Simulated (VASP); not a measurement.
# TaN in VASP: further runs, part 2 of 2

VASP 6.6.1. The steps go on from the part before.

### 3 Single point, PBE

This run uses another cell than the first one, of 14.04 Å³/atom, 1.049 times its volume.

INCAR reads:

```
PREC     = Accurate       # precision mode
ENCUT    = 520            # plane-wave cutoff, eV
EDIFF    = 1E-6           # SCF threshold, eV
ISMEAR   = 0              # smearing method
SIGMA    = 0.1            # smearing width, eV
LREAL    = F              # projectors in reciprocal space
LASPH    = T              # aspherical terms in the spheres
NELM     = 60             # most SCF steps
ALGO     = Normal         # electronic algorithm
ISIF     = 2              # what is computed and relaxed
LWAVE    = F              # write WAVECAR
LCHARG   = T              # write CHGCAR
GGA      = PE             # functional
LELF     = T              # ELF
LVHAR    = T            
NBANDS   = 15             # bands
```

KPOINTS reads:

```
regular mesh
0
Gamma
  6 6 4
```

POSCAR reads:

```
TaN
1.0
    2.0797076992     -2.0895075089      0.1878428665
    2.0797076992      2.0895075089      0.1878428665
   -0.2925672585      0.0000000000      3.2048053649
Ta N
1 1
Direct
    0.0000000000      0.0000000000      0.5000000000
    0.5000000000      0.5000000000      0.5000000000
```

Potentials or basis: VASP PAW PBE potentials, release 64 (Ta_pv, N).

On the command line:

```
> cat potpaw_PBE.64/Ta_pv/POTCAR potpaw_PBE.64/N/POTCAR > POTCAR
> mpirun -np 1 vasp_std > vasp.out
```

OUTCAR:

```text
PREC = Accurate
   ENCUT = 520
   EDIFF = 1E-6
   ISMEAR = 0
   LREAL = F
   LASPH = T
   NELM = 60
   ISIF = 2
   GGA = PE

 ion  position               nearest neighbor table
   1  0.000  0.000  0.500-   2 2.09   2 2.09   2 2.09   2 2.09
   2  0.500  0.500  0.500-   1 2.09   1 2.09   1 2.09   1 2.09

  LATTYP: Found a base centered monoclinic cell.
 ALAT       =     4.1763472349
 B/A-ratio  =     1.0006387838
 C/A-ratio  =     0.7705613865
 COS(beta)  =    -0.0009604965

  Lattice vectors:

 A1 = (   2.0797076992,  -2.0895075089,   0.1878428665)
 A2 = (   2.0797076992,   2.0895075089,   0.1878428665)
 A3 = (  -0.2925672585,   0.0000000000,   3.2048053649)

Analysis of symmetry for initial positions (statically):
=====================================================================
 Subroutine PRICEL returns:
 Original cell was already a primitive cell.

 Routine SETGRP: Setting up the symmetry group for a
 base centered monoclinic supercell.

 Subroutine GETGRP returns: Found  4 space group operations
 (whereof  4 operations were pure point group operations)
 out of a pool of  4 trial point group operations.

The static configuration has the point symmetry C_2h.

Analysis of symmetry for dynamics (positions and initial velocities):
=====================================================================
 Subroutine PRICEL returns:
 Original cell was already a primitive cell.

 Routine SETGRP: Setting up the symmetry group for a
 base centered monoclinic supercell.

 Subroutine GETGRP returns: Found  4 space group operations
 (whereof  4 operations were pure point group operations)
 out of a pool of  4 trial point group operations.

The dynamic configuration has the point symmetry C_2h.

 Subroutine INISYM returns: Found  4 space group operations
 (whereof  4 operations are pure point group operations),
 and found     1 'primitive' translations

----------------------------------------------------------------------------------------

[... 116 lines left out ...]
   LORBIT       =      0    0 simple, 1 ext, 2 COOP (PROOUT), +10 PAW based schemes
   GGA     = PE    functional components
   LHFCALC =     F    Hartree Fock is set to
   AEXX    =    0.0000 exact exchange contribution
   IVDW    =     0    specifies the selected vdW correction
   LEPSILON=     F    determine dielectric tensor
   LRPA    =     F    only Hartree local field effects (RPA)
 non-spin polarized calculation
 Gauss-broadening in eV      SIGMA  =   0.10
  energy-cutoff  :      520.00
  volume of cell :       28.08
 maximum number of plane-waves:       768
 NGX is ok and might be reduce to    24
   NGX = 11   NGY = 11   NGZ = 11

 number of electron      16.0000001 magnetization

 Free energy of the ion-electron system (eV)
  ---------------------------------------------------
  ext. energy  EPLUGINS =         0.00000000
  ---------------------------------------------------
  free energy    TOTEN  =       -21.37209283 eV

  energy without entropy =      -21.36717804  energy(sigma->0) =      -21.36963544

 E-fermi :   5.1596     XC(G=0): -11.6889

 val. band max:        5.1442577091   @ k =   0.5000   0.3333   0.5000
 cond. band min:       5.2046834023   @ k =   0.3333   0.1667   0.5000
 fundamental gap:      0.0604256932
 Fermi energy:         5.1596275515

 k-point     1 :       0.0000    0.0000    0.0000
  band No.  band energies     occupation
      1     -29.6466      2.00000
      2     -29.6462      2.00000
      3     -29.5476      2.00000
      4     -11.4075      2.00000
      5       1.6655      2.00000
      6       1.9392      2.00000
      7       2.8774      2.00000
      8       2.8817      2.00000
      9       2.9518      2.00000
     10       7.9419      0.00000
     11       8.4522      0.00000
     12       8.4544      0.00000
     13      10.8638      0.00000
     14      18.4046      0.00000
[... 401 lines left out ...]
      2     -29.7852      2.00000
      3     -29.6393      2.00000
      4     -10.3123      2.00000
      5      -0.4255      2.00000
      6       0.6392      2.00000
      7       1.0505      2.00000
      8       4.9304      1.99881
      9       5.7607      0.00000
     10       6.5660      0.00000
     11       8.8480      0.00000
     12       9.9684      0.00000
     13      13.6492      0.00000
     14      17.2129      0.00000
     15      18.4336      0.00000

 [... further k-points ...]
[... 5 lines left out ...]
  --------------------------------------------------------------------------------------
  -------------------------------------------------------------------------------------
  Total        0.1757315      0.1055205     -0.0192166      0.0000000      0.0000000      0.0222496
  in kB       10.0257295      6.0200914     -1.0963329      0.0000000      0.0000000      1.2693738
  external PRESSURE =       4.9831627 kB  Pullay stress =       0.0000000 kB

 VOLUME and BASIS-vectors are now :
 -----------------------------------------------------------------------------
  energy-cutoff  :      520.00
  volume of cell :       28.08
      direct lattice vectors                 reciprocal lattice vectors
     2.079707699 -2.089507509  0.187842867     0.238452246 -0.239290837  0.021768348
     2.079707699  2.089507509  0.187842867     0.238452246  0.239290837  0.021768348
    -0.292567258  0.000000000  3.204805365    -0.027952745  0.000000000  0.309479619

 POSITION                                       TOTAL-FORCE (eV/Angst)
 -----------------------------------------------------------------------------------
     -0.14628      0.00000      1.60240         0.000000     -0.000000      0.000000
      1.93342      0.00000      1.79025         0.000000      0.000000      0.000000
 -----------------------------------------------------------------------------------
    total drift:                                0.000000      0.000000     -0.000000

  FREE ENERGIE OF THE ION-ELECTRON SYSTEM (eV)
  ---------------------------------------------------
  free  energy   TOTEN  =       -21.3720928291 eV

  energy  without entropy=      -21.3671780442  energy(sigma->0) =      -21.36963544
```

stdout:

```text
POSCAR found type information on POSCAR TaN
 POSCAR found :  2 types and       2 ions
 scaLAPACK will be used
 LDA part: xc-table for (Slater+PW92), standard interpolation
 POSCAR, INCAR and KPOINTS ok, starting setup
 FFT: planning ... GRIDC
 FFT: planning ... GRID_SOFT
 FFT: planning ... GRID
 WAVECAR not read
 entering main loop
```

It took 16 s on 1 thread of AMD EPYC 9R45 (Zen 5), shared host; peak memory 0.11 GiB.

What came out:

```yaml
Free_energy: -21.3721 eV
Pressure: 0.5 GPa
Band_gap_on_the_k_mesh: zero (band 8 reaches 7.53 eV, above the bottom of band 9 at 2.95 eV)
```

Levels at points of the mesh, in eV from the Fermi level:
```
           k point  band 4  band 5  band 6  band 7  band 8  band 9  band 10  band 11  band 12  band 13
(0.00, 0.00, 0.00)  -16.57   -3.49   -3.22   -2.28   -2.28   -2.21     2.78     3.29     3.29     5.70
(0.50, 0.00, 0.00)  -13.99   -8.28   -6.16   -3.71   -2.04    3.74     4.04     4.66     4.83    10.83
(0.50, 0.50, 0.00)  -15.82   -3.87   -3.86   -1.50   -0.91    0.78     0.79     5.72     7.20     8.10
(0.00, 0.00, 0.50)  -16.17   -5.15   -2.84   -2.11   -2.11    1.68     1.68     2.91     4.33     4.80
(0.50, 0.00, 0.50)  -13.67   -7.85   -6.13   -6.02    2.37    2.66     3.48     3.89     5.56    10.88
(0.50, 0.50, 0.50)  -15.57   -3.40   -3.39   -3.11   -1.96   -1.95     4.74     5.80     7.28     7.50
```

Caveat: the k points lie up to 0.49 Å⁻¹ apart; spin-orbit coupling is left out, which moves the levels of the heavy elements.

### 4 Relaxation of cell and atoms, PBE

This run uses another cell than the first one, of 14.04 Å³/atom, 1.049 times its volume.

INCAR reads:

```
SYSTEM = TaN
PREC = Accurate
ENCUT = 600
EDIFF = 1E-7
ISMEAR = 0
SIGMA = 0.1
LREAL = .False.
LASPH = .True.
NELM = 80
ALGO = Normal
ISIF = 3
LWAVE = .False.
LCHARG = .False.
GGA = PE
IBRION = 2
NSW = 90
EDIFFG = -0.04
```

KPOINTS reads:

```
Automatic mesh
0
Gamma
  6 6 6
  0 0 0
```

POSCAR reads:

```
TaN
1.0
    2.9540668047      0.0000000000      0.0000000000
    0.0000000000      2.9540668047      0.0000000000
    0.0000000000      0.0000000000      3.2181319158
Ta N
1 1
Direct
    0.0000000000      0.0000000000      0.5000000000
    0.5000000000      0.5000000000      0.5000000000
```

On the command line:

```
> cat potpaw_PBE.64/Ta_pv/POTCAR potpaw_PBE.64/N/POTCAR > POTCAR
> mpirun -np 1 vasp_std > vasp.out
```

Run time: 83 s. Hardware: 1 thread of AMD EPYC 9R45 (Zen 5), shared host; peak memory 0.13 GiB.

The run converged. Its results:

| Quantity | Value |
| --- | --- |
| Free energy | -21.5068 eV |
| Relaxed volume | 13.37 Å³/atom |
| Relaxed cell | a = 2.966 Å, b = 2.966 Å, c = 3.040 Å, α = 90.00°, β = 90.00°, γ = 90.00° |
| Space group after relaxing (to 0.05 Å) | P4/mmm (No. 123) |
| Energy gained by relaxing | 30.4 meV/atom |
| Ionic steps | 8 |
| Pressure after relaxing | 0.1 GPa |
| Band gap on the k mesh | zero (band 8 reaches 7.63 eV, above the bottom of band 9 at 3.30 eV) |

Step by step:
```csv
step,energy change (eV),largest force (eV/Å),pressure (GPa),volume (Å³)
1,0.0000,0.0000,-0.96,28.08
2,-0.0298,0.0000,-9.15,27.70
3,-0.0398,0.0000,-6.73,27.84
4,-0.0563,0.0000,2.62,26.30
5,-0.0606,0.0000,-0.48,26.76
6,-0.0606,0.0000,-0.35,26.74
7,-0.0608,0.0000,0.33,26.75
8,-0.0608,0.0000,0.13,26.75
```

Final structure:
```
CELL_PARAMETERS angstrom
2.96614 0.00000 0.00000
0.00000 2.96614 0.00000
0.00000 0.00000 3.04034
ATOMIC_POSITIONS crystal
Ta 0.00000 0.00000 0.50000
N 0.50000 0.50000 0.50000
```

Levels at points of the mesh, in eV from the Fermi level:
| k point | band 4 | band 5 | band 6 | band 7 | band 8 | band 9 | band 10 | band 11 | band 12 |
| --- | --- | --- | --- | --- | --- | --- | --- | --- | --- |
| (0.00, 0.00, 0.00) | -16.74 | -4.03 | -3.39 | -2.46 | -2.46 | -1.95 | 2.59 | 3.41 | 3.41 |
| (0.50, 0.00, 0.00) | -14.22 | -8.46 | -6.27 | -3.40 | -2.73 | 3.82 | 3.82 | 4.68 | 4.75 |
| (0.50, 0.50, 0.00) | -15.97 | -4.11 | -4.11 | -1.77 | -1.33 | 1.09 | 1.09 | 5.50 | 6.91 |
| (0.00, 0.00, 0.50) | -16.15 | -5.51 | -2.82 | -2.20 | -2.20 | 1.11 | 1.11 | 2.81 | 4.81 |
| (0.50, 0.00, 0.50) | -13.73 | -7.83 | -6.59 | -6.03 | 1.81 | 2.52 | 3.03 | 3.86 | 6.33 |
| (0.50, 0.50, 0.50) | -15.56 | -3.51 | -3.46 | -3.46 | -2.52 | -2.52 | 5.14 | 5.64 | 7.06 |

Caveat: spin-orbit coupling is left out, which moves the levels of the heavy elements.

### 5 Overview

```csv
task,cell,k mesh,cutoff (eV),gap on the mesh (eV),pressure (GPa)
single point,"a = 2.965, b = 2.965, c = 3.045 Å, 2 atoms",6 × 6 × 6,520,none,0.3
single point,"a = 2.954, b = 2.954, c = 3.218 Å, 2 atoms",6 × 6 × 4,520,none,0.5
relaxation of cell and atoms,"relaxed from a = 2.954, b = 2.954, c = 3.218 Å, 2 atoms",6 × 6 × 6,600,none,0.1
```

Alike in all rows: level PBE; potentials or basis VASP PAW PBE potentials, release 64 (Ta_pv, N); no spin polarisation; smearing gaussian 0.1 eV.

Caveats: some runs use coarse meshes; spin-orbit coupling is left out, which moves the levels of the heavy elements.

Absolute energies hang on the potentials; compare differences alone.
